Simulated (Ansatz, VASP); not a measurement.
## Ge in VASP and in Ansatz

```
Ge
1.0
     0.00000    2.81478    2.81478
     2.81478    0.00000    2.81478
     2.81478    2.81478    0.00000
Ge
2
Cartesian
  2.8148 2.8148 2.8148
  4.2222 4.2222 4.2222
```

Alike in both runs: task single point; functional LDA; k mesh 10 × 10 × 10; occupations gaussian, width 0.3 eV; no spin polarisation.

```csv
,VASP,Ansatz
version,VASP 6.6.1,Ansatz 0.2.0
potentials or method,"VASP PAW LDA potentials, release 64 (Ge_d), cutoff 520 eV","plane waves (420 eV) with PAW, scalar-relativistic"
valence electrons in the cell,28,28
```

Ansatz gave:

```
pressure (GPa) : -0.2
```

Which values does VASP return?

Pressure (GPa): 0.0.

Ansatz warns that its potentials were made for another functional, while VASP's fit it. LDA's correlation is that of Perdew and Zunger in VASP and of Perdew and Wang (1992) in Ansatz.
